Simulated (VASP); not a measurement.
Input of a VASP 6.6.1 run:

The input INCAR:

```
SYSTEM = Cd3HgTe4
PREC     = Accurate       ! precision mode
ENCUT    = 520            ! plane-wave cutoff, eV
EDIFF    = 1E-6           ! SCF threshold, eV
ISMEAR   = 0              ! smearing method
SIGMA    = 0.01           ! smearing width, eV
LREAL    = .False.        ! projectors in reciprocal space
LASPH    = .True.         ! aspherical terms in the spheres
NELM     = 60             ! most SCF steps
ALGO     = Normal         ! electronic algorithm
ISIF     = 2              ! what is computed and relaxed
LWAVE    = .False.        ! write WAVECAR
LCHARG   = .False.        ! write CHGCAR
GGA      = PE             ! functional
NBANDS   = 46             ! bands
```

Contents of KPOINTS:

```
regular mesh
0
Gamma
  8 8 8
  0 0 0
```

Contents of POSCAR:

```
Cd3HgTe4
1.0
   -3.3146449748      3.3146449748      6.6301444086
    3.3146449748     -3.3146449748      6.6301444086
    3.3146449748      3.3146449748     -6.6301444086
Cd Hg Te
3 1 4
Direct
    0.7500000000      0.2500000000      0.5000000000
    0.2500000000      0.7500000000      0.5000000000
    0.0000000000      0.0000000000      0.0000000000
    0.5000000000      0.5000000000      0.0000000000
    0.1236359402      0.6254586719      0.0000000000
    0.8763640598      0.8763640598      0.5018227317
    0.6254586719      0.1236359402      0.0000000000
    0.3745413281      0.3745413281      0.4981772683
```

Potentials or basis: VASP PAW PBE potentials, release 64 (Cd, Hg, Te).

Launch:

```sh
$ cat potpaw_PBE.64/Cd/POTCAR potpaw_PBE.64/Hg/POTCAR potpaw_PBE.64/Te/POTCAR > POTCAR
$ mpirun -np 1 vasp_std > vasp.out
```

(1) Predict the largest force.

(2) Estimate the pressure.

(3) Predict the band gap on the k mesh.

Results:

(1) 0.004 eV/Å.

(2) 0.0 GPa.

(3) 0.20 eV.

Caveat: spin-orbit coupling is left out, which moves the levels of the heavy elements.
